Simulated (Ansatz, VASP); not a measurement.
# Two plane-wave programs on Be

```
Be
1.0
     2.82755    0.00000    0.00000
    -1.41377    2.44873    0.00000
     0.00000    0.00000    4.66546
Be
4
Direct
  0.33333 0.66667 0.43750
  0.66667 0.33333 0.93750
  0.66667 0.33333 0.56250
  0.33333 0.66667 0.06250
```

Alike in both runs: task relaxation of cell and atoms; functional PBEsol; k mesh 9 × 9 × 4; occupations gaussian, width 0.1 eV; no spin polarisation.

|  | VASP | Ansatz |
| --- | --- | --- |
| version | VASP 6.6.1 | Ansatz 0.2.0 |
| potentials or method | VASP PAW PBE potentials, release 64 (Be), cutoff 600 eV | scalar-relativistic, plane waves, PAW |
| valence electrons in the cell | 8 | 8 |

|  | VASP | Ansatz | Ansatz less VASP |
| --- | --- | --- | --- |
| gap on the k mesh at the Fermi level, each at its own relaxed structure (eV) | none | none | - |
| relaxed volume (Å³/atom) | 11.68 | 11.65 | -0.031 |
| relaxed length of the cell vector where the two differ most in proportion (Å) | 3.972 | 3.966 | -0.0054 |

VASP's potentials were made for PBE, not for PBEsol. A gap of «none» marks a metal or a gap that the smearing closes.

Noted on VASP's run: the volume moved by over 15 % at a fixed basis, so the end points are rough.
